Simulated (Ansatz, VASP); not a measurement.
# MgS: VASP beside Ansatz

POSCAR

```
MgS
1.0
    0.0000000000      2.8331200468      2.8331200468
    2.8331200468      0.0000000000      2.8331200468
    2.8331200468      2.8331200468      0.0000000000
S Mg
1 1
Direct
    0.2500000000      0.2500000000      0.2500000000
    0.0000000000      0.0000000000      0.0000000000
```

Contents of INCAR.step1:

```
PREC = Accurate
ENCUT = 600
EDIFF = 1E-5
ISMEAR = -1
SIGMA = 0.05
LREAL = False
LASPH = True
NELM = 60
ALGO = Normal
LWAVE = True
LCHARG = False
GGA = PE
NBANDS = 11
```

Contents of INCAR.step2:

```
PREC = Accurate
ENCUT = 600
EDIFF = 1E-6
ISMEAR = -1
SIGMA = 0.05
LREAL = False
LASPH = True
NELM = 60
ALGO = Normal
ISIF = 3
LWAVE = False
LCHARG = False
GGA = PE
LHFCALC = True
AEXX = 1.0
ALDAC = 0.0
AGGAC = 0.0
PRECFOCK = Normal
IBRION = 2
NSW = 60
EDIFFG = -0.01
ISTART = 1
```

File KPOINTS:

```
regular mesh
0
Gamma
  4 4 4
```

input

```
crystal:
  lattice:
    - [0.0, 2.8331200468, 2.8331200468]
    - [2.8331200468, 0.0, 2.8331200468]
    - [2.8331200468, 2.8331200468, 0.0]
  atoms:
    - { symbol: S, position: [0.25, 0.25, 0.25] }
    - { symbol: Mg, position: [0.0, 0.0, 0.0] }
hamiltonian:
  xc: hf
  pseudopotentials: { kind: paw }
kpoints:
  mp_grid: { grid: [4, 4, 4] }
scf:
  occupations: { method: fermi_dirac, width: 0.05 }
output:
  forces: true
  stress: true
  eigenvalues: true
  write_density: true
  write_potential: true
  elf: true
  volumetric_format: npy
relax:
  f_tol: 0.01
  max_steps: 40
  cell: { stress_tol: 0.05 }
```

Alike in both runs: task relaxation of cell and atoms; functional HF; k mesh 4 × 4 × 4; occupations fermi-dirac, width 0.05 eV; no spin polarisation.

|  | VASP | Ansatz |
| --- | --- | --- |
| version | VASP 6.6.1 | Ansatz 0.2.0 |
| potentials or method | VASP PAW PBE potentials, release 64 (S, Mg) | Ansatz PAW |
| plane-wave cutoff (eV) | 600 | 420 |
| valence electrons in the cell | 8 | 16 |

Ansatz gave:

```
gap on the k mesh at the Fermi level, each at its own relaxed structure (eV) : 10.80
relaxed volume (Å³/atom)                                                     : 23.58
relaxed cell length with the largest relative difference (Å)                 : 4.055
```

Which values does VASP return?

gap on the k mesh at the Fermi level, each at its own relaxed structure (eV): 10.88; relaxed volume (Å³/atom): 23.42; relaxed cell length with the largest relative difference (Å): 4.046.

VASP's potentials were made for PBE, not for HF. VASP's potentials hold 8 valence electrons a cell and Ansatz's 16, so a difference there can come from the potentials and not from the codes.

The k mesh is coarse, so the values compare programs but aren't converged. Noted on Ansatz's run: the plane-wave basis is chosen anew once the cell has moved, so the energies of steps on either side of that aren't comparable.
